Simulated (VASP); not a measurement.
# ZnCu in VASP: further runs, part 2 of 2

VASP 6.6.1. The steps go on from the part before.

### Step 4. Single point, LDA

This run uses another cell than the first one, of 12.26 Å³/atom, 0.960 times its volume.

The input, INCAR:

```
ALGO     = Normal         # electronic algorithm
EDIFF    = 1E-6           # SCF threshold, eV
ENCUT    = 600            # plane-wave cutoff, eV
GGA_COMPAT= False        
ISIF     = 2              # what is computed and relaxed
ISMEAR   = -1             # smearing method
LASPH    = True           # aspherical terms in the spheres
LCHARG   = False          # write CHGCAR
LREAL    = False          # projectors in reciprocal space
LWAVE    = False          # write WAVECAR
NBANDS   = 18             # bands
NELM     = 120            # most SCF steps
PREC     = Accurate       # precision mode
SIGMA    = 0.05           # smearing width, eV
```

The input, KPOINTS:

```
k-points
0
Gamma
  9 9 9
```

The input, POSCAR:

```
ZnCu
1.0
    2.9051978236      0.0000000000      0.0000000000
    0.0000000000      2.9051978236      0.0000000000
    0.0000000000      0.0000000000      2.9051978236
Zn Cu
1 1
Direct
    0.5000000000      0.5000000000      0.5000000000
    0.0000000000      0.0000000000      0.0000000000
```

Potentials or basis: VASP PAW LDA potentials, release 64 (Zn, Cu).

The run is started by

```
$ cat potpaw_LDA.64/Zn/POTCAR potpaw_LDA.64/Cu/POTCAR > POTCAR
$ mpirun -np 1 vasp_std > vasp.out
```

OUTCAR:

```text
EDIFF = 1E-6
   ENCUT = 600
   ISIF = 2
   ISMEAR = -1
   LASPH = True
   LREAL = False
   NELM = 120
   PREC = Accurate

 ion  position               nearest neighbor table
   1  0.500  0.500  0.500-   2 2.52   2 2.52   2 2.52   2 2.52   2 2.52   2 2.52   2 2.52   2 2.52

   2  0.000  0.000  0.000-   1 2.52   1 2.52   1 2.52   1 2.52   1 2.52   1 2.52   1 2.52   1 2.52

  LATTYP: Found a simple cubic cell.
 ALAT       =     2.9051978236

  Lattice vectors:

 A1 = (   2.9051978236,   0.0000000000,   0.0000000000)
 A2 = (   0.0000000000,   2.9051978236,   0.0000000000)
 A3 = (   0.0000000000,   0.0000000000,   2.9051978236)

Analysis of symmetry for initial positions (statically):
=====================================================================
 Subroutine PRICEL returns:
 Original cell was already a primitive cell.

 Routine SETGRP: Setting up the symmetry group for a
 simple cubic supercell.

 Subroutine GETGRP returns: Found 48 space group operations
 (whereof 48 operations were pure point group operations)
 out of a pool of 48 trial point group operations.

The static configuration has the point symmetry O_h .

Analysis of symmetry for dynamics (positions and initial velocities):
=====================================================================
 Subroutine PRICEL returns:
 Original cell was already a primitive cell.

 Routine SETGRP: Setting up the symmetry group for a
 simple cubic supercell.

 Subroutine GETGRP returns: Found 48 space group operations
 (whereof 48 operations were pure point group operations)
 out of a pool of 48 trial point group operations.

The dynamic configuration has the point symmetry O_h .

 Subroutine INISYM returns: Found 48 space group operations
 (whereof 48 operations are pure point group operations),
 and found     1 'primitive' translations

----------------------------------------------------------------------------------------
[... 104 lines left out ...]
   NELECT =      23.0000    total number of electrons
   NUPDOWN=      -1.0000    fix difference up-down
   EMIN   =  10.00;   EMAX   =-10.00  energy-range for DOS
   EFERMI =   0.00;   METHOD = LEGACY
   ISMEAR =    -1;   SIGMA  =   0.05  broadening in eV -4-tet -1-fermi 0-gaus
   EFERMI_NEDOS =   21; number of points for ismear=-14 and -15
   IALGO  =     38    algorithm
   IMIX   =      4    mixing-type and parameters
     AMIX     =   0.40;   BMIX     =  1.00
     AMIX_MAG =   1.60;   BMIX_MAG =  1.00
  volume/ion in A,a.u.               =      12.26        82.74
  Fermi-wavevector in a.u.,A,eV,Ry     =   1.602538  3.028358 34.941513  2.568129
  Thomas-Fermi vector in A             =   2.699343
   LORBIT       =      0    0 simple, 1 ext, 2 COOP (PROOUT), +10 PAW based schemes
   GGA     = CA    functional components
   LHFCALC =     F    Hartree Fock is set to
   AEXX    =    0.0000 exact exchange contribution
   IVDW    =     0    specifies the selected vdW correction
   LEPSILON=     F    determine dielectric tensor
   LRPA    =     F    only Hartree local field effects (RPA)
 non-spin polarized calculation
  energy-cutoff  :      600.00
  volume of cell :       24.52
 maximum number of plane-waves:       831
 NGX is ok and might be reduce to    24
   NGX = 11   NGY = 11   NGZ = 11

 number of electron      22.9999983 magnetization

 Free energy of the ion-electron system (eV)
  ---------------------------------------------------
  ext. energy  EPLUGINS =         0.00000000
  ---------------------------------------------------
  free energy    TOTEN  =        -6.77140522 eV

  energy without entropy =       -6.76750829  energy(sigma->0) =       -6.76945676

 E-fermi :   5.7756     XC(G=0): -12.9934

 val. band max:        5.6863617804   @ k =   0.3333   0.3333   0.0000
 cond. band min:       5.8934386185   @ k =   0.4444   0.4444   0.2222
 fundamental gap:      0.2070768381
 Fermi energy:         5.7755799474

 k-point     1 :       0.0000    0.0000    0.0000
  band No.  band energies     occupation
      1      -4.9479      2.00000
      2      -2.3395      2.00000
      3      -2.3395      2.00000
      4      -1.5863      2.00000
      5      -1.5863      2.00000
      6      -1.5863      2.00000
[... 481 lines left out ...]
      5      -1.4880      2.00000
      6       0.4620      2.00000
[... 10 lines left out ...]
     17      21.3596      0.00000
     18      22.5043      0.00000

 [... further k-points ...]
[... 5 lines left out ...]
  --------------------------------------------------------------------------------------
  -------------------------------------------------------------------------------------
  Total       -0.6157120     -0.6157120     -0.6157120      0.0000000     -0.0000000      0.0000000
  in kB      -40.2310230    -40.2310230    -40.2310230      0.0000000     -0.0000000      0.0000000
  external PRESSURE =     -40.2310230 kB  Pullay stress =       0.0000000 kB

 VOLUME and BASIS-vectors are now :
 -----------------------------------------------------------------------------
  energy-cutoff  :      600.00
  volume of cell :       24.52
      direct lattice vectors                 reciprocal lattice vectors
     2.905197824  0.000000000  0.000000000     0.344210639  0.000000000  0.000000000
     0.000000000  2.905197824  0.000000000     0.000000000  0.344210639  0.000000000
     0.000000000  0.000000000  2.905197824     0.000000000  0.000000000  0.344210639

 POSITION                                       TOTAL-FORCE (eV/Angst)
 -----------------------------------------------------------------------------------
      1.45260      1.45260      1.45260         0.000000      0.000000      0.000000
      0.00000      0.00000      0.00000         0.000000      0.000000      0.000000
 -----------------------------------------------------------------------------------
    total drift:                                0.000000      0.000000     -0.000000

  FREE ENERGIE OF THE ION-ELECTRON SYSTEM (eV)
  ---------------------------------------------------
  free  energy   TOTEN  =        -6.7714052188 eV

  energy  without entropy=       -6.7675082925  energy(sigma->0) =       -6.76945676
```

OSZICAR:

```text
N       E                     dE             d eps       ncg     rms          rms(c)
DAV:   1     0.117025367992E+03    0.11703E+03   -0.12441E+04  1364   0.241E+03
DAV:   2    -0.224639023535E+01   -0.11927E+03   -0.11435E+03  1272   0.316E+02
DAV:   3    -0.793267615690E+01   -0.56863E+01   -0.55667E+01  1374   0.834E+01
DAV:   4    -0.798866779020E+01   -0.55992E-01   -0.55959E-01  1464   0.767E+00
DAV:   5    -0.798941109246E+01   -0.74330E-03   -0.74328E-03  1506   0.905E-01    0.101E+01
DAV:   6    -0.776306157226E+01    0.22635E+00   -0.15430E+01  1348   0.993E+01    0.613E+00
DAV:   7    -0.678863858492E+01    0.97442E+00   -0.33982E+00  1356   0.969E+01    0.240E+00
DAV:   8    -0.678216416158E+01    0.64744E-02   -0.14317E-01  1620   0.503E+00    0.128E+00
DAV:   9    -0.677150023121E+01    0.10664E-01   -0.10227E-02  1652   0.215E+00    0.944E-02
DAV:  10    -0.677140909185E+01    0.91139E-04   -0.89289E-04  1892   0.712E-01    0.394E-02
DAV:  11    -0.677140500850E+01    0.40834E-05   -0.79569E-05  1692   0.257E-01    0.981E-03
DAV:  12    -0.677140521882E+01   -0.21032E-06   -0.44112E-06  1238   0.444E-02
   1 F= -.67714052E+01 E0= -.67694568E+01  d E =-.389693E-02
```

stdout:

```text
POSCAR found type information on POSCAR ZnCu
 POSCAR found :  2 types and       2 ions
 scaLAPACK will be used
 LDA part: xc-table for (Slater(with rela. corr.)+CA(PZ))
 , standard interpolation
 POSCAR, INCAR and KPOINTS ok, starting setup
 FFT: planning ... GRIDC
 FFT: planning ... GRID_SOFT
 FFT: planning ... GRID
 WAVECAR not read
 entering main loop
```

Run time: 5.5 s. Hardware: 1 thread of Intel Xeon 6975P-C (Granite Rapids), shared host; peak memory 0.14 GiB.

Results:

```yaml
Free_energy: -6.7714 eV
Pressure: -4.0 GPa
```

### Step 5. Single point, PBE

This run uses another cell than the first one, of 12.00 Å³/atom, 0.940 times its volume.

The input, INCAR:

```
PREC     = Accurate       # precision mode
ENCUT    = 600            # plane-wave cutoff, eV
EDIFF    = 1E-6           # SCF threshold, eV
ISMEAR   = -1             # smearing method
SIGMA    = 0.05           # smearing width, eV
LREAL    = False          # projectors in reciprocal space
LASPH    = True           # aspherical terms in the spheres
NELM     = 120            # most SCF steps
ALGO     = Normal         # electronic algorithm
ISIF     = 2              # what is computed and relaxed
LWAVE    = False          # write WAVECAR
LCHARG   = False          # write CHGCAR
GGA      = PE             # functional
NBANDS   = 18             # bands
GGA_COMPAT= False
```

The input, KPOINTS:

```
Automatic mesh
0
Gamma
  9 9 9
```

The input, POSCAR:

```
ZnCu
1.0
    2.8848810902      0.0000000000      0.0000000000
    0.0000000000      2.8848810902      0.0000000000
    0.0000000000      0.0000000000      2.8848810902
Zn Cu
1 1
Direct
    0.5000000000      0.5000000000      0.5000000000
    0.0000000000      0.0000000000      0.0000000000
```

Potentials or basis: VASP PAW PBE potentials, release 64 (Zn, Cu).

The run is started by

```
$ cat potpaw_PBE.64/Zn/POTCAR potpaw_PBE.64/Cu/POTCAR > POTCAR
$ mpirun -np 1 vasp_std > vasp.out
```

Run time: 5.9 s. Hardware: 1 thread of Intel Xeon 6975P-C (Granite Rapids), shared host; peak memory 0.14 GiB.

It converged, with:

```yaml
Free_energy: -4.9245 eV
Pressure: 12.3 GPa
```

Levels at points of the mesh, in eV from the Fermi level:
| k point | band 9 | band 10 | band 11 | band 12 | band 13 | band 14 |
| --- | --- | --- | --- | --- | --- | --- |
| (0.00, 0.00, 0.00) | -2.91 | -2.91 | -2.91 | 6.39 | 6.39 | 6.39 |

### Step 6. Summary

| level | potentials or basis | cell | cutoff (eV) | gap on the mesh (eV) | pressure (GPa) |
| --- | --- | --- | --- | --- | --- |
| PBEsol | VASP PAW PBE potentials, release 64 (Zn, Cu) | a = 2.945 Å, 2 atoms | 520 | none | -3.1 |
| LDA | VASP PAW LDA potentials, release 64 (Zn, Cu) | a = 2.885 Å, 2 atoms | 600 | none | -1.1 |
| LDA | VASP PAW LDA potentials, release 64 (Zn, Cu) | a = 2.905 Å, 2 atoms | 600 | none | -4.0 |
| PBE | VASP PAW PBE potentials, release 64 (Zn, Cu) | a = 2.885 Å, 2 atoms | 600 | none | 12.3 |

Alike in all rows: task single point; no spin polarisation; k mesh 9 × 9 × 9; smearing fermi-dirac 0.05 eV.

Caveats: the PAW data sets were made with another functional, which shifts forces and pressure a little (some runs).

Absolute energies hang on the potentials; compare differences alone.
